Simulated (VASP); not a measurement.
Write the native input for VASP 6.6.1 that does the following.

| Property | Result |
| --- | --- |
| Task | single point |
| Functional | PBEsol |
| Potentials or basis | VASP PAW PBE potentials, release 64 (Ba_sv) |
| Cutoff | 520 eV |
| k mesh | 6 × 6 × 6 |
| Occupations | fermi-dirac, width 0.05 eV |
| Spin | no spin polarisation |
| Dipole correction | no |
| Further INCAR settings | ALGO = Normal; EDIFF = 1e-06; NBANDS = 11 |

The structure of Ba lies in POSCAR:

```
Ba
1.0
    4.1787600000      0.0000000000      0.0000000000
    0.0000000000      4.1787600000      0.0000000000
    0.0000000000      0.0000000000      4.1787600000
Ba
1
Direct
    0.0000000000      0.0000000000      0.0000000000
```

These files were run (other wordings do the same):

INCAR

```
SYSTEM = Ba
ALGO = Normal
EDIFF = 1E-6
ENCUT = 520
GGA = PS
ISIF = 2
ISMEAR = -1
LASPH = .TRUE.
LCHARG = .TRUE.
LELF = .TRUE.
LREAL = .FALSE.
LVHAR = .TRUE.
LWAVE = .FALSE.
NBANDS = 11
NELM = 60
PREC = Accurate
SIGMA = 0.05
```

KPOINTS

```
k-points
0
G
  6 6 6
  0 0 0
```

Potentials or basis: VASP PAW PBE potentials, release 64 (Ba_sv).

Launch:

```sh
$ cat potpaw_PBE.64/Ba_sv/POTCAR > POTCAR
$ mpirun -np 1 vasp_std > vasp.out
```

It gave:

The pressure is -1.3 GPa. The band gap on the k mesh is zero (band 5 reaches 1.11 eV, above the bottom of band 6 at 1.08 eV).

Caveat: the PAW data sets were made with another functional, which shifts forces and pressure a little; spin-orbit coupling is left out, which moves the levels of the heavy elements.

Wall time 15 s on 1 thread of AMD EPYC 7R43 64-Core Processor (Zen 3), on a shared host, peak memory 0.14 GiB.
